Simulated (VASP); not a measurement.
# Tb2GeO (P4/mmm) in VASP: single point with PBE

Aim: the single point of Tb2GeO with PBE.

All numbers are computed with VASP 6.6.1; they aren't measurements. Logs are shortened: lines on timing, memory, paths and dates and some standing lists are left out, and cuts for length are marked.

## 1. The cell of the first run

The structure is tetragonal, space group P4/mmm (No. 123). Conventional cell: a = 4.684 Å, b = 4.684 Å, c = 3.896 Å, α = 90.00°, β = 90.00°, γ = 90.00°. Tb (site symmetry mmm) has 2 O at 2.34 Å and 4 Ge at 3.05 Å within 3.1 Å. Ge (site symmetry 4/mmm) has 8 Tb at 3.05 Å and 8 O at 3.84 Å and 2 Ge at 3.90 Å within 4.0 Å. Within 3.1 Å of O (site symmetry 4/mmm) lie 4 Tb at 2.34 Å.

## 2. Single point, PBE

Input file INCAR:

```
PREC = Accurate ; ENCUT = 600
EDIFF = 1E-6 ; ISMEAR = 0
SIGMA = 0.2 ; LREAL = False
LASPH = True ; NELM = 200
ALGO = Normal ; ISIF = 2
LWAVE = False ; LCHARG = False
GGA = PE ; NBANDS = 48
GGA_COMPAT = False ; LMAXMIX = 6
```

Input file KPOINTS:

```
regular mesh
0
Gamma
  6 6 4
```

Input file POSCAR:

```
Tb2GeO
1.0
    4.6837987031      0.0000000000      0.0000000000
    0.0000000000      4.6837987031      0.0000000000
    0.0000000000      0.0000000000      7.7929180292
Tb Ge O
4 2 2
Direct
    0.5000000000      1.0000000000      0.2500000000
    0.5000000000      1.0000000000      0.7500000000
    1.0000000000      0.5000000000      0.2500000000
    1.0000000000      0.5000000000      0.7500000000
    0.5000000000      0.5000000000      0.0000000000
    0.5000000000      0.5000000000      0.5000000000
    0.0000000000      0.0000000000      0.2500000000
    0.0000000000      0.0000000000      0.7500000000
```

Potentials or basis: VASP PAW PBE potentials, release 64 (Tb_3, Ge_d, O), 4f in core.

Launch:

```sh
> cat potpaw_PBE.64/Tb_3/POTCAR potpaw_PBE.64/Ge_d/POTCAR potpaw_PBE.64/O/POTCAR > POTCAR
> mpirun -np 1 vasp_std > vasp.out
```

OUTCAR:

```text
PREC = Accurate
   ENCUT = 600
   EDIFF = 1E-6
   ISMEAR = 0
   LREAL = False
   LASPH = True
   NELM = 200
   ISIF = 2
   GGA = PE

 ion  position               nearest neighbor table
   1  0.500  0.000  0.250-   7 2.34   7 2.34   5 3.05   5 3.05   6 3.05   6 3.05   3 3.31   3 3.31
                             3 3.31   3 3.31
   2  0.500  0.000  0.750-   8 2.34   8 2.34   5 3.05   5 3.05   6 3.05   6 3.05   4 3.31   4 3.31
                             4 3.31   4 3.31
   3  0.000  0.500  0.250-   7 2.34   7 2.34   5 3.05   6 3.05   5 3.05   6 3.05   1 3.31   1 3.31
                             1 3.31   1 3.31
   4  0.000  0.500  0.750-   8 2.34   8 2.34   5 3.05   6 3.05   5 3.05   6 3.05   2 3.31   2 3.31
                             2 3.31   2 3.31
   5  0.500  0.500  0.000-   1 3.05   2 3.05   3 3.05   4 3.05   1 3.05   2 3.05   3 3.05   4 3.05

   6  0.500  0.500  0.500-   1 3.05   2 3.05   3 3.05   4 3.05   1 3.05   2 3.05   3 3.05   4 3.05

   7  0.000  0.000  0.250-   1 2.34   3 2.34   3 2.34   1 2.34
   8  0.000  0.000  0.750-   2 2.34   4 2.34   4 2.34   2 2.34

  LATTYP: Found a simple tetragonal cell.
 ALAT       =     4.6837987031
 C/A-ratio  =     1.6638029350

  Lattice vectors:

 A1 = (   4.6837987031,   0.0000000000,   0.0000000000)
 A2 = (   0.0000000000,   4.6837987031,   0.0000000000)
 A3 = (   0.0000000000,   0.0000000000,   7.7929180292)

Analysis of symmetry for initial positions (statically):
=====================================================================
 Subroutine PRICEL returns following result:

  LATTYP: Found a simple tetragonal cell.
 ALAT       =     4.6837987031
 C/A-ratio  =     0.8319014675

  Lattice vectors:

 A1 = (   4.6837987031,   0.0000000000,   0.0000000000)
 A2 = (   0.0000000000,   4.6837987031,   0.0000000000)
 A3 = (   0.0000000000,   0.0000000000,   3.8964590146)

   2 primitive cells build up your supercell.

 Routine SETGRP: Setting up the symmetry group for a
 simple tetragonal supercell.

 Subroutine GETGRP returns: Found 16 space group operations
 (whereof 16 operations were pure point group operations)
 out of a pool of 16 trial point group operations.

The static configuration has the point symmetry D_4h.

Analysis of symmetry for dynamics (positions and initial velocities):
[... 127 lines left out ...]
   LREAL  =      F    real-space projection
   EDIFFG = 0.1E-04   stopping-criterion for IOM
   NSW    =      0    number of steps for IOM
   IBRION =     -1    ionic relax: 0-MD 1-quasi-New 2-CG
   NFREE  =      0    steps in history (QN), initial steepest desc. (CG)
   ISIF   =      2    stress and relaxation
   ISYM   =      2    0-nonsym 1-usesym 2-fastsym
   POTIM  = 0.5000    time-step for ionic-motion
   TEBEG  =    0.0;   TEEND  =   0.0 temperature during run
   PSTRESS=    0.0 pullay stress
   NELECT =      76.0000    total number of electrons
   NUPDOWN=      -1.0000    fix difference up-down
   EMIN   =  10.00;   EMAX   =-10.00  energy-range for DOS
   EFERMI =   0.00;   METHOD = LEGACY
   ISMEAR =     0;   SIGMA  =   0.20  broadening in eV -4-tet -1-fermi 0-gaus
   EFERMI_NEDOS =   21; number of points for ismear=-14 and -15
   IALGO  =     38    algorithm
   IMIX   =      4    mixing-type and parameters
     AMIX     =   0.40;   BMIX     =  1.00
     AMIX_MAG =   1.60;   BMIX_MAG =  1.00
  volume/ion in A,a.u.               =      21.37       144.21
  Fermi-wavevector in a.u.,A,eV,Ry     =   1.249436  2.361091 21.239907  1.561089
  Thomas-Fermi vector in A             =   2.383476
   LORBIT       =      0    0 simple, 1 ext, 2 COOP (PROOUT), +10 PAW based schemes
   GGA     = PE    functional components
   LHFCALC =     F    Hartree Fock is set to
   AEXX    =    0.0000 exact exchange contribution
   IVDW    =     0    specifies the selected vdW correction
   LEPSILON=     F    determine dielectric tensor
   LRPA    =     F    only Hartree local field effects (RPA)
 non-spin polarized calculation
 Gauss-broadening in eV      SIGMA  =   0.20
  energy-cutoff  :      600.00
  volume of cell :      170.96
 maximum number of plane-waves:      5728
 NGX is ok and might be reduce to    40
   NGX = 19   NGY = 19   NGZ = 31

 number of electron      76.0000011 magnetization

 Free energy of the ion-electron system (eV)
  ---------------------------------------------------
  ext. energy  EPLUGINS =         0.00000000
  ---------------------------------------------------
  free energy    TOTEN  =       -51.68175543 eV

  energy without entropy =      -51.66174852  energy(sigma->0) =      -51.67175198

 E-fermi :   3.8400     XC(G=0): -10.3142

 val. band max:        3.8155013257   @ k =   0.0000   0.0000   0.2500
 cond. band min:       3.8684198623   @ k =   0.0000   0.0000   0.0000
 fundamental gap:      0.0529185366
 Fermi energy:         3.8399998148

 k-point     1 :       0.0000    0.0000    0.0000
  band No.  band energies     occupation
      1     -19.4209      2.00000
      2     -19.4209      2.00000
      3     -19.3371      2.00000
      4     -19.3325      2.00000
      5     -19.3325      2.00000
      6     -19.3284      2.00000
[... 1213 lines left out ...]
     47       7.3179      0.00000
     48       7.3179      0.00000

 [... further k-points ...]

------------------------ aborting loop because EDIFF is reached ----------------------------------------

  FORCE on cell =-STRESS in cart. coord.  units (eV):
  Direction    XX          YY          ZZ          XY          YZ          ZX
  --------------------------------------------------------------------------------------
  -------------------------------------------------------------------------------------
  Total        0.4804750      0.4804750      0.2330400      0.0000000      0.0000000      0.0000000
  in kB        4.5028227      4.5028227      2.1839593      0.0000000      0.0000000      0.0000000
  external PRESSURE =       3.7298682 kB  Pullay stress =       0.0000000 kB

 VOLUME and BASIS-vectors are now :
 -----------------------------------------------------------------------------
  energy-cutoff  :      600.00
  volume of cell :      170.96
      direct lattice vectors                 reciprocal lattice vectors
     4.683798703  0.000000000  0.000000000     0.213501917  0.000000000  0.000000000
     0.000000000  4.683798703  0.000000000     0.000000000  0.213501917  0.000000000
     0.000000000  0.000000000  7.792918029     0.000000000  0.000000000  0.128321637

 POSITION                                       TOTAL-FORCE (eV/Angst)
 -----------------------------------------------------------------------------------
      2.34190      0.00000      1.94823         0.000000      0.000000      0.000000
      2.34190      0.00000      5.84469        -0.000000      0.000000     -0.000000
      0.00000      2.34190      1.94823        -0.000000     -0.000000      0.000000
      0.00000      2.34190      5.84469        -0.000000     -0.000000     -0.000000
      2.34190      2.34190      0.00000         0.000000      0.000000     -0.000000
      2.34190      2.34190      3.89646         0.000000      0.000000     -0.000000
      0.00000      0.00000      1.94823         0.000000      0.000000      0.000000
      0.00000      0.00000      5.84469         0.000000      0.000000      0.000000
 -----------------------------------------------------------------------------------
    total drift:                               -0.000000      0.000000     -0.000000

  FREE ENERGIE OF THE ION-ELECTRON SYSTEM (eV)
  ---------------------------------------------------
  free  energy   TOTEN  =       -51.6817554278 eV

  energy  without entropy=      -51.6617485229  energy(sigma->0) =      -51.67175198
```

Wall time 2.5 min (1 thread of Intel Xeon 6975P-C (Granite Rapids), shared host); peak memory 0.47 GiB.

What came out:

* Free energy: -51.6818 eV
* Pressure: 0.4 GPa
* Band gap on the k mesh: zero (bands 38 and 39 overlap by 0.29 eV)

Stress tensor (GPa, compression positive):
```
0.45 0.00 0.00
0.00 0.45 0.00
0.00 0.00 0.22
```

Levels at points of the mesh, in eV from the Fermi level:
| k point | band 35 | band 36 | band 37 | band 38 | band 39 | band 40 | band 41 | band 42 |
| --- | --- | --- | --- | --- | --- | --- | --- | --- |
| (0.00, 0.00, 0.00) | -1.91 | -0.77 | -0.30 | 0.03 | 0.48 | 0.48 | 0.92 | 1.73 |
| (0.50, 0.00, 0.00) | -1.40 | -0.31 | -0.11 | -0.10 | 0.42 | 1.64 | 2.01 | 2.17 |
| (0.50, 0.50, 0.00) | -1.17 | -1.13 | -0.30 | -0.30 | 0.83 | 0.83 | 1.33 | 1.33 |
| (0.00, 0.00, 0.50) | -1.10 | -1.10 | -1.10 | -1.10 | -0.15 | -0.15 | 1.74 | 1.74 |
| (0.50, 0.00, 0.50) | -1.55 | -1.55 | -0.89 | -0.89 | 1.86 | 1.86 | 2.14 | 2.14 |
| (0.50, 0.50, 0.50) | -1.79 | -1.79 | -1.18 | -1.18 | 1.52 | 1.52 | 1.52 | 1.52 |

Caveat: spin-orbit coupling is left out, which moves the levels of the heavy elements; the 4f electrons are frozen in the core, so they carry no moment and show no levels; the run has no spin polarisation, though such a crystal can be magnetic.

The gap in the log of VASP goes by the Fermi energy; the results here count the filled bands.